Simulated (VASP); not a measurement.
# Ag (Fm-3m) in VASP: further runs

Runs on Ag. Level: PBEsol. Tasks: electric field gradients.

All numbers are computed with VASP 6.6.1; they aren't measurements. Logs are shortened: lines on timing, memory, paths and dates and some standing lists are left out, and cuts for length are marked.

### 1 The cell of the first run

It takes space group Fm-3m (No. 225, cubic). The conventional cell has a = 4.100 Å, b = 4.100 Å, c = 4.100 Å, α = 90.00°, β = 90.00°, γ = 90.00°. Within 3.8 Å of Ag (site symmetry m-3m) lie 12 Ag at 2.90 Å.

### 2 Electric field gradients, PBEsol (volume scaled by 1.01)

File INCAR:

```
ALGO     = Normal         # electronic algorithm
EDIFF    = 1E-8           # SCF threshold, eV
ENCUT    = 520            # plane-wave cutoff, eV
GGA      = PS             # functional
ISIF     = 2              # what is computed and relaxed
ISMEAR   = -1             # smearing method
LASPH    = True           # aspherical terms in the spheres
LCHARG   = False          # write CHGCAR
LEFG     = True         
LREAL    = False          # projectors in reciprocal space
LWAVE    = False          # write WAVECAR
NBANDS   = 12             # bands
NELM     = 60             # most SCF steps
PREC     = Accurate       # precision mode
SIGMA    = 0.03           # smearing width, eV
```

File KPOINTS:

```
k-points
0
Gamma
  15 15 15
```

File POSCAR:

```
Ag
1.0
    0.0000000000      2.0498877575      2.0498877575
    2.0498877575      0.0000000000      2.0498877575
    2.0498877575      2.0498877575      0.0000000000
Ag
1
Direct
    0.0000000000      0.0000000000      0.0000000000
```

Potentials or basis: VASP PAW PBE potentials, release 64 (Ag).

Started as:

```bash
$ cat potpaw_PBE.64/Ag/POTCAR > POTCAR
$ mpirun -np 1 vasp_std > vasp.out
```

OUTCAR:

```text
EDIFF = 1E-8
   ENCUT = 520
   GGA = PS
   ISIF = 2
   ISMEAR = -1
   LASPH = True
   LREAL = False
   NELM = 60
   PREC = Accurate

 ion  position               nearest neighbor table
   1  0.000  0.000  0.000-

  LATTYP: Found a face centered cubic cell.
 ALAT       =     4.0997755150

  Lattice vectors:

 A1 = (   0.0000000000,   2.0498877575,   2.0498877575)
 A2 = (   2.0498877575,   0.0000000000,   2.0498877575)
 A3 = (   2.0498877575,   2.0498877575,   0.0000000000)

Analysis of symmetry for initial positions (statically):
=====================================================================
 Subroutine PRICEL returns:
 Original cell was already a primitive cell.

 Routine SETGRP: Setting up the symmetry group for a
 face centered cubic supercell.

 Subroutine GETGRP returns: Found 48 space group operations
 (whereof 48 operations were pure point group operations)
 out of a pool of 48 trial point group operations.

The static configuration has the point symmetry O_h .

Analysis of symmetry for dynamics (positions and initial velocities):
=====================================================================
 Subroutine PRICEL returns:
 Original cell was already a primitive cell.

 Routine SETGRP: Setting up the symmetry group for a
 face centered cubic supercell.

 Subroutine GETGRP returns: Found 48 space group operations
 (whereof 48 operations were pure point group operations)
 out of a pool of 48 trial point group operations.

The dynamic configuration has the point symmetry O_h .

 Subroutine INISYM returns: Found 48 space group operations
 (whereof 48 operations are pure point group operations),
 and found     1 'primitive' translations

----------------------------------------------------------------------------------------

                                     Primitive cell

  volume of cell :      17.2274

  direct lattice vectors                    reciprocal lattice vectors
     0.000000000  2.049887758  2.049887758    -0.243915794  0.243915794  0.243915794
     2.049887758  0.000000000  2.049887758     0.243915794 -0.243915794  0.243915794
     2.049887758  2.049887758  0.000000000     0.243915794  0.243915794 -0.243915794

  length of vectors
     2.898979068  2.898979068  2.898979068     0.422474548  0.422474548  0.422474548

  position of ions in fractional coordinates (direct lattice)
     0.000000000  0.000000000  0.000000000

  ion indices of the primitive-cell ions
   primitive index   ion index
                 1           1

----------------------------------------------------------------------------------------

 KPOINTS: k-points

Automatic generation of k-mesh.
 Grid dimensions read from file:
 generate k-points for:   15   15   15

 Generating k-lattice:

  Cartesian coordinates                     Fractional coordinates (reciprocal lattice)
    -0.016261053  0.016261053  0.016261053     0.066666667  0.000000000  0.000000000
     0.016261053 -0.016261053  0.016261053     0.000000000  0.066666667  0.000000000
     0.016261053  0.016261053 -0.016261053     0.000000000  0.000000000  0.066666667

  Length of vectors
     0.028164970  0.028164970  0.028164970

  Shift w.r.t. Gamma in fractional coordinates (k-lattice)
     0.000000000  0.000000000  0.000000000

 Subroutine IBZKPT returns following result:
 ===========================================

 Found    120 irreducible k-points:

 Following reciprocal coordinates:
            Coordinates               Weight
  0.000000  0.000000  0.000000      1.000000
  0.066667  0.000000  0.000000      8.000000
  0.133333  0.000000  0.000000      8.000000
  0.200000  0.000000  0.000000      8.000000
  0.266667  0.000000  0.000000      8.000000
  0.333333  0.000000  0.000000      8.000000
[... 16 lines left out ...]
  0.133333  0.133333  0.000000      6.000000
  0.200000  0.133333  0.000000     24.000000
 [... further k-points ...]
   k-points           NKPTS =    120   k-points in BZ     NKDIM =    120   number of bands    NBANDS=     12
   number of dos      NEDOS =    301   number of ions     NIONS =      1
   total plane-waves  NPLWV =  13824
   dimension x,y,z NGX =    24 NGY =   24 NGZ =   24
   dimension x,y,z NGXF=    48 NGYF=   48 NGZF=   48
   ions per type =               1
   NGX,Y,Z   is equivalent  to a cutoff of  13.76, 13.76, 13.76 a.u.
   NGXF,Y,Z  is equivalent  to a cutoff of  27.53, 27.53, 27.53 a.u.
 SYSTEM =  unknown system
   PREC   = accura    normal or accurate (medium, high low for compatibility)
   ISTART =      0    job   : 0-new  1-cont  2-samecut
   ICHARG =      2    charge: 1-file 2-atom 10-const
   ISPIN  =      1    spin polarized calculation?
   LNONCOLLINEAR =      F non collinear calculations
   LSORBIT =      F    spin-orbit coupling
   LASPH  =      T    aspherical Exc in radial PAW
   ENCUT  =  520.0 eV  38.22 Ry    6.18 a.u.   5.39  5.39  5.39*2*pi/ulx,y,z
   NELM   =     60;   NELMIN=  2; NELMDL= -5     # of ELM steps
   EDIFF  = 0.1E-07   stopping-criterion for ELM
   LREAL  =      F    real-space projection
   EDIFFG = 0.1E-06   stopping-criterion for IOM
   NSW    =      0    number of steps for IOM
   IBRION =     -1    ionic relax: 0-MD 1-quasi-New 2-CG
   NFREE  =      0    steps in history (QN), initial steepest desc. (CG)
   ISIF   =      2    stress and relaxation
   ISYM   =      2    0-nonsym 1-usesym 2-fastsym
   POTIM  = 0.5000    time-step for ionic-motion
   TEBEG  =    0.0;   TEEND  =   0.0 temperature during run
   PSTRESS=    0.0 pullay stress
   NELECT =      11.0000    total number of electrons
   NUPDOWN=      -1.0000    fix difference up-down
   EMIN   =  10.00;   EMAX   =-10.00  energy-range for DOS
   EFERMI =   0.00;   METHOD = LEGACY
   ISMEAR =    -1;   SIGMA  =   0.03  broadening in eV -4-tet -1-fermi 0-gaus
   EFERMI_NEDOS =   21; number of points for ismear=-14 and -15
   IALGO  =     38    algorithm
   IMIX   =      4    mixing-type and parameters
     AMIX     =   0.40;   BMIX     =  1.00
     AMIX_MAG =   1.60;   BMIX_MAG =  1.00
  volume/ion in A,a.u.               =      17.23       116.26
  Fermi-wavevector in a.u.,A,eV,Ry     =   1.409718  2.663981 27.038932  1.987305
  Thomas-Fermi vector in A             =   2.531746
   LORBIT       =      0    0 simple, 1 ext, 2 COOP (PROOUT), +10 PAW based schemes
   GGA     = PS    functional components
   LHFCALC =     F    Hartree Fock is set to
   AEXX    =    0.0000 exact exchange contribution
   IVDW    =     0    specifies the selected vdW correction
   LEPSILON=     F    determine dielectric tensor
   LRPA    =     F    only Hartree local field effects (RPA)
 non-spin polarized calculation
  energy-cutoff  :      520.00
  volume of cell :       17.23
 maximum number of plane-waves:       483
 NGX is ok and might be reduce to    24
   NGX = 11   NGY = 11   NGZ = 11

 number of electron      10.9999999 magnetization

 Free energy of the ion-electron system (eV)
  ---------------------------------------------------
  ext. energy  EPLUGINS =         0.00000000
  ---------------------------------------------------
  free energy    TOTEN  =        -3.29879551 eV

  energy without entropy =       -3.29730213  energy(sigma->0) =       -3.29804882

 E-fermi :   8.2166     XC(G=0): -12.3513

 val. band max:        8.2046890797   @ k =  -0.3333   0.2000   0.0000
 cond. band min:       8.2403042450   @ k =  -0.4000   0.1333   0.0000
 fundamental gap:      0.0356151653
 Fermi energy:         8.2165613731

 k-point     1 :       0.0000    0.0000    0.0000
  band No.  band energies     occupation
      1       0.3344      2.00000
      2       3.3514      2.00000
      3       3.3514      2.00000
      4       3.3514      2.00000
      5       4.3786      2.00000
      6       4.3786      2.00000
      7      24.0516      0.00000
      8      27.5626      0.00000
      9      27.5626      0.00000
     10      27.5626      0.00000
     11      32.3579      0.00000
     12      33.4131      0.00000

 k-point     2 :       0.0667    0.0000    0.0000
  band No.  band energies     occupation
      1       0.4721      2.00000
      2       3.3197      2.00000
      3       3.3893      2.00000
      4       3.3893      2.00000
      5       4.3641      2.00000
      6       4.3641      2.00000
      7      24.0665      0.00000
      8      26.4296      0.00000
      9      27.6146      0.00000
     10      27.6146      0.00000
     11      32.3106      0.00000
     12      33.2522      0.00000
[... 316 lines left out ...]
 k-point    24 :       0.2000    0.1333    0.0000
  band No.  band energies     occupation
      1       1.4646      2.00000
      2       2.9613      2.00000
      3       3.7063      2.00000
      4       3.7396      2.00000
      5       4.1321      2.00000
      6       4.5664      2.00000
      7      23.0673      0.00000
      8      24.6752      0.00000
      9      25.0184      0.00000
     10      26.5399      0.00000
     11      30.0175      0.00000
     12      33.2061      0.00000

 [... further k-points ...]

------------------------ aborting loop because EDIFF is reached ----------------------------------------

  FORCE on cell =-STRESS in cart. coord.  units (eV):
  Direction    XX          YY          ZZ          XY          YZ          ZX
  --------------------------------------------------------------------------------------
  -------------------------------------------------------------------------------------
  Total       -0.4227166     -0.4227166     -0.4227166      0.0000000     -0.0000000      0.0000000
  in kB      -39.3133120    -39.3133120    -39.3133120      0.0000000     -0.0000000      0.0000000
  external PRESSURE =     -39.3133120 kB  Pullay stress =       0.0000000 kB

 VOLUME and BASIS-vectors are now :
 -----------------------------------------------------------------------------
  energy-cutoff  :      520.00
  volume of cell :       17.23
      direct lattice vectors                 reciprocal lattice vectors
     0.000000000  2.049887758  2.049887758    -0.243915794  0.243915794  0.243915794
     2.049887758  0.000000000  2.049887758     0.243915794 -0.243915794  0.243915794
     2.049887758  2.049887758  0.000000000     0.243915794  0.243915794 -0.243915794

 POSITION                                       TOTAL-FORCE (eV/Angst)
 -----------------------------------------------------------------------------------
      0.00000      0.00000      0.00000         0.000000      0.000000      0.000000
 -----------------------------------------------------------------------------------
    total drift:                               -0.000000      0.000000      0.000000

  FREE ENERGIE OF THE ION-ELECTRON SYSTEM (eV)
  ---------------------------------------------------
  free  energy   TOTEN  =        -3.2987955096 eV

  energy  without entropy=       -3.2973021259  energy(sigma->0) =       -3.29804882

 Electric field gradients (V/A^2)
---------------------------------------------------------------------
 ion       V_xx      V_yy      V_zz      V_xy      V_xz      V_yz
---------------------------------------------------------------------
   1      -0.000    -0.000    -0.000     0.001     0.001     0.001
---------------------------------------------------------------------

 Electric field gradients after diagonalization (V/A^2)
 (convention: |V_zz| > |V_xx| > |V_yy|)
----------------------------------------------------------------------
 ion       V_xx      V_yy      V_zz     asymmetry (V_yy - V_xx)/ V_zz
----------------------------------------------------------------------
   1      -0.001    -0.001     0.001       0.000
----------------------------------------------------------------------

           NMR quadrupolar parameters

 Cq : quadrupolar parameter    Cq=e*Q*V_zz/h
 eta: asymmetry parameters     (V_yy - V_xx)/ V_zz
 Q  : nuclear electric quadrupole moment in mb (millibarn)
----------------------------------------------------------------------
 ion       Cq(MHz)       eta       Q (mb)
----------------------------------------------------------------------
   1       0.000       0.000       1.000
----------------------------------------------------------------------
```

Run time: 9.7 s. Hardware: 1 thread of Intel Xeon 6975P-C, shared host; peak memory 0.16 GiB.

Results:

```
Free energy : -3.2988 eV
Pressure    : -3.9 GPa
```

Caveat: without QUAD_EFG the Cq values of the log hold for a quadrupole moment of 1 mb, not for the nuclei; the PAW data sets were made with another functional, which shifts forces and pressure a little.

### 3 Electric field gradients, PBEsol (volume scaled by 1.04)

File INCAR:

```
ALGO = Normal
EDIFF = 1E-8
ENCUT = 520
GGA = PS
ISIF = 2
ISMEAR = -1
LASPH = True
LCHARG = False
LEFG = True
LREAL = False
LWAVE = False
NBANDS = 12
NELM = 100
PREC = Accurate
SIGMA = 0.03
```

KPOINTS is that of step 2.

File POSCAR:

```
Ag
1.0
    0.0000000000      2.0699859780      2.0699859780
    2.0699859780      0.0000000000      2.0699859780
    2.0699859780      2.0699859780      0.0000000000
Ag
1
Direct
    0.0000000000      0.0000000000      0.0000000000
```

Potentials or basis: VASP PAW PBE potentials, release 64 (Ag).

Started as:

```bash
$ cat potpaw_PBE.64/Ag/POTCAR > POTCAR
$ mpirun -np 1 vasp_std > vasp.out
```

OUTCAR:

```text
EDIFF = 1E-8
   ENCUT = 520
   GGA = PS
   ISIF = 2
   ISMEAR = -1
   LASPH = True
   LREAL = False
   NELM = 100
   PREC = Accurate

 ion  position               nearest neighbor table
   1  0.000  0.000  0.000-

  LATTYP: Found a face centered cubic cell.
 ALAT       =     4.1399719560

  Lattice vectors:

 A1 = (   0.0000000000,   2.0699859780,   2.0699859780)
 A2 = (   2.0699859780,   0.0000000000,   2.0699859780)
 A3 = (   2.0699859780,   2.0699859780,   0.0000000000)

Analysis of symmetry for initial positions (statically):
=====================================================================
 Subroutine PRICEL returns:
 Original cell was already a primitive cell.

 Routine SETGRP: Setting up the symmetry group for a
 face centered cubic supercell.

[... 540 lines left out ...]
  in kB      -64.9933292    -64.9933292    -64.9933292     -0.0000000     -0.0000000      0.0000000
  external PRESSURE =     -64.9933292 kB  Pullay stress =       0.0000000 kB

 VOLUME and BASIS-vectors are now :
 -----------------------------------------------------------------------------
  energy-cutoff  :      520.00
  volume of cell :       17.74
      direct lattice vectors                 reciprocal lattice vectors
     0.000000000  2.069985978  2.069985978    -0.241547530  0.241547530  0.241547530
     2.069985978  0.000000000  2.069985978     0.241547530 -0.241547530  0.241547530
     2.069985978  2.069985978  0.000000000     0.241547530  0.241547530 -0.241547530

 POSITION                                       TOTAL-FORCE (eV/Angst)
 -----------------------------------------------------------------------------------
      0.00000      0.00000      0.00000         0.000000      0.000000      0.000000
 -----------------------------------------------------------------------------------
    total drift:                               -0.000000      0.000000      0.000000

  FREE ENERGIE OF THE ION-ELECTRON SYSTEM (eV)
  ---------------------------------------------------
  free  energy   TOTEN  =        -3.2823065695 eV

  energy  without entropy=       -3.2807704428  energy(sigma->0) =       -3.28153851

 Electric field gradients (V/A^2)
---------------------------------------------------------------------
 ion       V_xx      V_yy      V_zz      V_xy      V_xz      V_yz
---------------------------------------------------------------------
   1      -0.000    -0.000    -0.000     0.001     0.001     0.001
---------------------------------------------------------------------

 Electric field gradients after diagonalization (V/A^2)
 (convention: |V_zz| > |V_xx| > |V_yy|)
----------------------------------------------------------------------
 ion       V_xx      V_yy      V_zz     asymmetry (V_yy - V_xx)/ V_zz
----------------------------------------------------------------------
   1      -0.001    -0.001     0.001       0.000
----------------------------------------------------------------------

           NMR quadrupolar parameters

 Cq : quadrupolar parameter    Cq=e*Q*V_zz/h
 eta: asymmetry parameters     (V_yy - V_xx)/ V_zz
 Q  : nuclear electric quadrupole moment in mb (millibarn)
----------------------------------------------------------------------
 ion       Cq(MHz)       eta       Q (mb)
----------------------------------------------------------------------
   1       0.000       0.000       1.000
----------------------------------------------------------------------
```

OSZICAR:

```text
N       E                     dE             d eps       ncg     rms          rms(c)
DAV:   1     0.510411175356E+02    0.51041E+02   -0.54460E+03  2928   0.820E+02
DAV:   2    -0.279332855136E+01   -0.53834E+02   -0.50721E+02  3288   0.192E+02
DAV:   3    -0.361981137908E+01   -0.82648E+00   -0.82601E+00  3468   0.252E+01
DAV:   4    -0.362230830042E+01   -0.24969E-02   -0.24968E-02  3252   0.144E+00
DAV:   5    -0.362232807804E+01   -0.19778E-04   -0.19778E-04  3484   0.116E-01    0.504E+00
DAV:   6    -0.329383308163E+01    0.32849E+00   -0.13974E+00  3068   0.104E+01    0.307E+00
DAV:   7    -0.328590235180E+01    0.79307E-02   -0.75704E-03  3332   0.837E-01    0.177E+00
DAV:   8    -0.328229623340E+01    0.36061E-02   -0.69154E-04  3324   0.182E-01    0.774E-02
DAV:   9    -0.328230481374E+01   -0.85803E-05   -0.10087E-05  3380   0.225E-02    0.186E-02
DAV:  10    -0.328230670158E+01   -0.18878E-05   -0.21944E-06  3360   0.128E-02    0.245E-03
DAV:  11    -0.328230659057E+01    0.11101E-06   -0.59823E-08  3364   0.195E-03    0.722E-04
DAV:  12    -0.328230656729E+01    0.23280E-07   -0.17433E-09  2020   0.385E-04    0.915E-05
DAV:  13    -0.328230656949E+01   -0.22010E-08   -0.51229E-11  1724   0.659E-05
   1 F= -.32823066E+01 E0= -.32815385E+01  d E =-.153613E-02
```

Wall time 12 s (1 thread of Intel Xeon 6975P-C, shared host); peak memory 0.15 GiB.

What came out:

* Free energy: -3.2823 eV
* Pressure: -6.5 GPa

Caveat: without QUAD_EFG the Cq values of the log hold for a quadrupole moment of 1 mb, not for the nuclei; the PAW data sets were made with another functional, which shifts forces and pressure a little.

(Part 1 of 2 ends here.)
